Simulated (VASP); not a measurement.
# Ti (Fm-3m) in VASP: notebook

Runs on Ti. Level: PBE. Tasks: electric field gradients.

Everything below comes from runs of VASP 6.6.1. Logs are shortened: lines on timing, memory, paths and dates and some standing lists are left out, and cuts for length are marked.

### Step 1. The cell of the first run

It takes space group Fm-3m (No. 225, cubic). The conventional cell has a = 4.060 Å, b = 4.060 Å, c = 4.060 Å, α = 90.00°, β = 90.00°, γ = 90.00°. Ti (site symmetry m-3m) has 12 Ti at 2.87 Å within 3.8 Å.

### Step 2. Electric field gradients, PBE

Contents of INCAR:

```
ALGO = Normal
EDIFF = 1E-8
ENCUT = 520
GGA = PE
ISIF = 2
ISMEAR = -1
LASPH = True
LCHARG = False
LEFG = True
LREAL = False
LWAVE = False
NBANDS = 12
NELM = 100
PREC = Accurate
SIGMA = 0.05
```

Contents of KPOINTS:

```
k-points
0
Gamma
  14 14 14
```

Contents of POSCAR:

```
Ti
1.0
    0.0000000000      2.0300000000      2.0300000000
    2.0300000000      0.0000000000      2.0300000000
    2.0300000000      2.0300000000      0.0000000000
Ti
1
Direct
    0.0000000000      0.0000000000      0.0000000000
```

Potentials or basis: VASP PAW PBE potentials, release 64 (Ti_sv).

The run is started by

```
cat potpaw_PBE.64/Ti_sv/POTCAR > POTCAR
mpirun -np 1 vasp_std > vasp.out
```

OUTCAR:

```text
EDIFF = 1E-8
   ENCUT = 520
   GGA = PE
   ISIF = 2
   ISMEAR = -1
   LASPH = True
   LREAL = False
   NELM = 100
   PREC = Accurate

 ion  position               nearest neighbor table
   1  0.000  0.000  0.000-

  LATTYP: Found a face centered cubic cell.
 ALAT       =     4.0600000000

  Lattice vectors:

 A1 = (   0.0000000000,   2.0300000000,   2.0300000000)
 A2 = (   2.0300000000,   0.0000000000,   2.0300000000)
 A3 = (   2.0300000000,   2.0300000000,   0.0000000000)

Analysis of symmetry for initial positions (statically):
=====================================================================
 Subroutine PRICEL returns:
 Original cell was already a primitive cell.

 Routine SETGRP: Setting up the symmetry group for a
 face centered cubic supercell.

 Subroutine GETGRP returns: Found 48 space group operations
 (whereof 48 operations were pure point group operations)
 out of a pool of 48 trial point group operations.

The static configuration has the point symmetry O_h .

Analysis of symmetry for dynamics (positions and initial velocities):
=====================================================================
 Subroutine PRICEL returns:
 Original cell was already a primitive cell.

 Routine SETGRP: Setting up the symmetry group for a
 face centered cubic supercell.

 Subroutine GETGRP returns: Found 48 space group operations
 (whereof 48 operations were pure point group operations)
 out of a pool of 48 trial point group operations.

The dynamic configuration has the point symmetry O_h .

 Subroutine INISYM returns: Found 48 space group operations
 (whereof 48 operations are pure point group operations),
 and found     1 'primitive' translations

----------------------------------------------------------------------------------------

                                     Primitive cell

  volume of cell :      16.7309

  direct lattice vectors                    reciprocal lattice vectors
     0.000000000  2.030000000  2.030000000    -0.246305419  0.246305419  0.246305419
     2.030000000  0.000000000  2.030000000     0.246305419 -0.246305419  0.246305419
     2.030000000  2.030000000  0.000000000     0.246305419  0.246305419 -0.246305419

  length of vectors
     2.870853532  2.870853532  2.870853532     0.426613499  0.426613499  0.426613499

  position of ions in fractional coordinates (direct lattice)
     0.000000000  0.000000000  0.000000000

  ion indices of the primitive-cell ions
   primitive index   ion index
                 1           1

----------------------------------------------------------------------------------------

 KPOINTS: k-points

Automatic generation of k-mesh.
 Grid dimensions read from file:
 generate k-points for:   14   14   14

 Generating k-lattice:

  Cartesian coordinates                     Fractional coordinates (reciprocal lattice)
    -0.017593244  0.017593244  0.017593244     0.071428571  0.000000000  0.000000000
     0.017593244 -0.017593244  0.017593244     0.000000000  0.071428571  0.000000000
     0.017593244  0.017593244 -0.017593244     0.000000000  0.000000000  0.071428571

  Length of vectors
     0.030472393  0.030472393  0.030472393

  Shift w.r.t. Gamma in fractional coordinates (k-lattice)
     0.000000000  0.000000000  0.000000000

 Subroutine IBZKPT returns following result:
 ===========================================

 Found    104 irreducible k-points:

 Following reciprocal coordinates:
            Coordinates               Weight
  0.000000  0.000000  0.000000      1.000000
  0.071429  0.000000  0.000000      8.000000
  0.142857  0.000000  0.000000      8.000000
  0.214286  0.000000  0.000000      8.000000
  0.285714  0.000000  0.000000      8.000000
  0.357143  0.000000  0.000000      8.000000
[... 16 lines left out ...]
  0.214286  0.142857  0.000000     24.000000
  0.285714  0.142857  0.000000     24.000000
 [... further k-points ...]
   k-points           NKPTS =    104   k-points in BZ     NKDIM =    104   number of bands    NBANDS=     12
   number of dos      NEDOS =    301   number of ions     NIONS =      1
   total plane-waves  NPLWV =  13824
   dimension x,y,z NGX =    24 NGY =   24 NGZ =   24
   dimension x,y,z NGXF=    48 NGYF=   48 NGZF=   48
   ions per type =               1
   NGX,Y,Z   is equivalent  to a cutoff of  13.90, 13.90, 13.90 a.u.
   NGXF,Y,Z  is equivalent  to a cutoff of  27.80, 27.80, 27.80 a.u.
 SYSTEM =  unknown system
   PREC   = accura    normal or accurate (medium, high low for compatibility)
   ISTART =      0    job   : 0-new  1-cont  2-samecut
   ICHARG =      2    charge: 1-file 2-atom 10-const
   ISPIN  =      1    spin polarized calculation?
   LNONCOLLINEAR =      F non collinear calculations
   LSORBIT =      F    spin-orbit coupling
   LASPH  =      T    aspherical Exc in radial PAW
   ENCUT  =  520.0 eV  38.22 Ry    6.18 a.u.   5.34  5.34  5.34*2*pi/ulx,y,z
   NELM   =    100;   NELMIN=  2; NELMDL= -5     # of ELM steps
   EDIFF  = 0.1E-07   stopping-criterion for ELM
   LREAL  =      F    real-space projection
   EDIFFG = 0.1E-06   stopping-criterion for IOM
   NSW    =      0    number of steps for IOM
   IBRION =     -1    ionic relax: 0-MD 1-quasi-New 2-CG
   NFREE  =      0    steps in history (QN), initial steepest desc. (CG)
   ISIF   =      2    stress and relaxation
   ISYM   =      2    0-nonsym 1-usesym 2-fastsym
   POTIM  = 0.5000    time-step for ionic-motion
   TEBEG  =    0.0;   TEEND  =   0.0 temperature during run
   PSTRESS=    0.0 pullay stress
   NELECT =      12.0000    total number of electrons
   NUPDOWN=      -1.0000    fix difference up-down
   EMIN   =  10.00;   EMAX   =-10.00  energy-range for DOS
   EFERMI =   0.00;   METHOD = LEGACY
   ISMEAR =    -1;   SIGMA  =   0.05  broadening in eV -4-tet -1-fermi 0-gaus
   EFERMI_NEDOS =   21; number of points for ismear=-14 and -15
   IALGO  =     38    algorithm
   IMIX   =      4    mixing-type and parameters
     AMIX     =   0.40;   BMIX     =  1.00
     AMIX_MAG =   1.60;   BMIX_MAG =  1.00
  volume/ion in A,a.u.               =      16.73       112.91
  Fermi-wavevector in a.u.,A,eV,Ry     =   1.465421  2.769245 29.217967  2.147460
  Thomas-Fermi vector in A             =   2.581280
   LORBIT       =      0    0 simple, 1 ext, 2 COOP (PROOUT), +10 PAW based schemes
   GGA     = PE    functional components
   LHFCALC =     F    Hartree Fock is set to
   AEXX    =    0.0000 exact exchange contribution
   IVDW    =     0    specifies the selected vdW correction
   LEPSILON=     F    determine dielectric tensor
   LRPA    =     F    only Hartree local field effects (RPA)
 non-spin polarized calculation
  energy-cutoff  :      520.00
  volume of cell :       16.73
 maximum number of plane-waves:       464
 NGX is ok and might be reduce to    24
   NGX = 11   NGY = 11   NGZ = 11

 number of electron      12.0000002 magnetization

 Free energy of the ion-electron system (eV)
  ---------------------------------------------------
  ext. energy  EPLUGINS =         0.00000000
  ---------------------------------------------------
  free energy    TOTEN  =        -7.77629768 eV

  energy without entropy =       -7.76155827  energy(sigma->0) =       -7.76892797

 E-fermi :   8.6205     XC(G=0): -11.6759

 val. band max:        8.6183634499   @ k =   0.2857   0.0000   0.0000
 cond. band min:       8.6277752106   @ k =  -0.4286   0.2857   0.1429
 fundamental gap:      0.0094117607
 Fermi energy:         8.6205237062

 k-point     1 :       0.0000    0.0000    0.0000
  band No.  band energies     occupation
      1     -48.0243      2.00000
      2     -23.8381      2.00000
      3     -23.8381      2.00000
      4     -23.8381      2.00000
      5       2.4394      2.00000
      6       9.5209      0.00000
      7       9.5209      0.00000
      8       9.5209      0.00000
      9      11.2370      0.00000
     10      11.2370      0.00000
     11      24.0773      0.00000
     12      28.7392      0.00000

 k-point     2 :       0.0714    0.0000    0.0000
  band No.  band energies     occupation
      1     -48.0174      2.00000
      2     -23.8769      2.00000
      3     -23.8429      2.00000
      4     -23.8429      2.00000
      5       2.6103      2.00000
      6       9.4142      0.00000
      7       9.5828      0.00000
      8       9.5828      0.00000
      9      11.1967      0.00000
     10      11.1967      0.00000
     11      24.2252      0.00000
     12      27.4845      0.00000

 k-point     3 :       0.1429    0.0000    0.0000
  band No.  band energies     occupation
      1     -47.9979      2.00000
      2     -23.9848      2.00000
      3     -23.8563      2.00000
      4     -23.8563      2.00000
      5       3.1026      2.00000
      6       9.1417      0.00006
      7       9.7252      0.00000
      8       9.7252      0.00000
      9      11.1288      0.00000
     10      11.1288      0.00000
     11      24.3254      0.00000
     12      25.6367      0.00000

 k-point     4 :       0.2143    0.0000    0.0000
  band No.  band energies     occupation
      1     -47.9696      2.00000
      2     -24.1384      2.00000
      3     -23.8757      2.00000
      4     -23.8757      2.00000
      5       3.8488      2.00000
      6       8.8232      0.03415
      7       9.8099      0.00000
      8       9.8099      0.00000
      9      11.1891      0.00000
     10      11.1891      0.00000
     11      22.9218      0.00000
     12      25.0590      0.00000

 k-point     5 :       0.2857    0.0000    0.0000
  band No.  band energies     occupation
      1     -47.9379      2.00000
      2     -24.3060      2.00000
      3     -23.8971      2.00000
      4     -23.8971      2.00000
      5       4.7108      2.00000
      6       8.6184      1.02160
      7       9.7315      0.00000
      8       9.7315      0.00000
      9      11.4838      0.00000
     10      11.4838      0.00000
     11      20.9768      0.00000
     12      24.6138      0.00000
[... 228 lines left out ...]
      1     -48.0062      2.00000
      2     -23.9304      2.00000
      3     -23.8650      2.00000
      4     -23.8445      2.00000
      5       2.8884      2.00000
      6       9.2393      0.00001
      7       9.6766      0.00000
      8       9.6885      0.00000
      9      11.0287      0.00000
     10      11.2573      0.00000
     11      24.4087      0.00000
     12      26.4221      0.00000

 k-point    22 :       0.1429    0.1429    0.0000
  band No.  band energies     occupation
      1     -47.9891      2.00000
      2     -23.9808      2.00000
      3     -23.8883      2.00000
      4     -23.8883      2.00000
      5       3.3165      2.00000
      6       8.8923      0.00868
      7       9.9271      0.00000
      8       9.9271      0.00000
      9      10.6213      0.00000
     10      11.4335      0.00000
     11      24.8248      0.00000
     12      26.2857      0.00000

 k-point    23 :       0.2143    0.1429    0.0000
  band No.  band energies     occupation
      1     -47.9680      2.00000
      2     -24.0801      2.00000
      3     -23.9130      2.00000
      4     -23.9072      2.00000
      5       3.8654      2.00000
      6       8.5996      1.20576
      7       9.9850      0.00000
      8      10.1177      0.00000
      9      10.5412      0.00000
     10      11.5410      0.00000
     11      24.5044      0.00000
     12      25.2987      0.00000

 k-point    24 :       0.2857    0.1429    0.0000
  band No.  band energies     occupation
      1     -47.9404      2.00000
      2     -24.2165      2.00000
      3     -23.9374      2.00000
      4     -23.9300      2.00000
      5       4.6212      2.00000
      6       8.3321      1.99377
      7       9.6686      0.00000
      8      10.1907      0.00000
      9      10.9819      0.00000
     10      11.7565      0.00000
     11      22.5873      0.00000
     12      25.0084      0.00000

 [... further k-points ...]
[... 5 lines left out ...]
  --------------------------------------------------------------------------------------
  -------------------------------------------------------------------------------------
  Total        0.4303078      0.4303078      0.4303078      0.0000000     -0.0000000      0.0000000
  in kB       41.2070689     41.2070689     41.2070689      0.0000000     -0.0000000      0.0000000
  external PRESSURE =      41.2070689 kB  Pullay stress =       0.0000000 kB

 VOLUME and BASIS-vectors are now :
 -----------------------------------------------------------------------------
  energy-cutoff  :      520.00
  volume of cell :       16.73
      direct lattice vectors                 reciprocal lattice vectors
     0.000000000  2.030000000  2.030000000    -0.246305419  0.246305419  0.246305419
     2.030000000  0.000000000  2.030000000     0.246305419 -0.246305419  0.246305419
     2.030000000  2.030000000  0.000000000     0.246305419  0.246305419 -0.246305419

 POSITION                                       TOTAL-FORCE (eV/Angst)
 -----------------------------------------------------------------------------------
      0.00000      0.00000      0.00000         0.000000      0.000000      0.000000
 -----------------------------------------------------------------------------------
    total drift:                                0.000000      0.000000     -0.000000

  FREE ENERGIE OF THE ION-ELECTRON SYSTEM (eV)
  ---------------------------------------------------
  free  energy   TOTEN  =        -7.7762976799 eV

  energy  without entropy=       -7.7615582691  energy(sigma->0) =       -7.76892797

 Electric field gradients (V/A^2)
---------------------------------------------------------------------
 ion       V_xx      V_yy      V_zz      V_xy      V_xz      V_yz
---------------------------------------------------------------------
   1      -0.000    -0.000     0.000    -0.001    -0.001    -0.001
---------------------------------------------------------------------

 Electric field gradients after diagonalization (V/A^2)
 (convention: |V_zz| > |V_xx| > |V_yy|)
----------------------------------------------------------------------
 ion       V_xx      V_yy      V_zz     asymmetry (V_yy - V_xx)/ V_zz
----------------------------------------------------------------------
   1       0.001     0.001    -0.001       0.000
----------------------------------------------------------------------

           NMR quadrupolar parameters

 Cq : quadrupolar parameter    Cq=e*Q*V_zz/h
 eta: asymmetry parameters     (V_yy - V_xx)/ V_zz
 Q  : nuclear electric quadrupole moment in mb (millibarn)
----------------------------------------------------------------------
 ion       Cq(MHz)       eta       Q (mb)
----------------------------------------------------------------------
   1      -0.000       0.000       1.000
----------------------------------------------------------------------
```

It took 15 s on 1 thread of Intel Xeon Platinum 8375C at 2.90GHz (Ice Lake), shared host; peak memory 0.14 GiB.

Results:

```yaml
Free_energy: -7.7763 eV
Pressure: 4.1 GPa
Band_gap_on_the_k_mesh: zero (band 6 reaches 9.52 eV, above the bottom of band 7 at 8.20 eV)
```

Levels at points of the mesh, in eV from the Fermi level:
```tsv
k point	band 2	band 3	band 4	band 5	band 6	band 7	band 8	band 9	band 10	band 11
(0.00, 0.00, 0.00)	-32.46	-32.46	-32.46	-6.18	0.90	0.90	0.90	2.62	2.62	15.46
(0.50, 0.00, 0.00)	-33.21	-32.55	-32.55	-2.67	0.73	0.78	0.78	3.74	3.74	8.57
(0.50, 0.50, 0.00)	-33.16	-32.72	-32.72	-2.70	-1.81	3.02	3.74	4.03	4.03	10.99
```

Caveat: without QUAD_EFG the Cq values of the log hold for a quadrupole moment of 1 mb, not for the nuclei.

(Continued in part 2 of 2.)
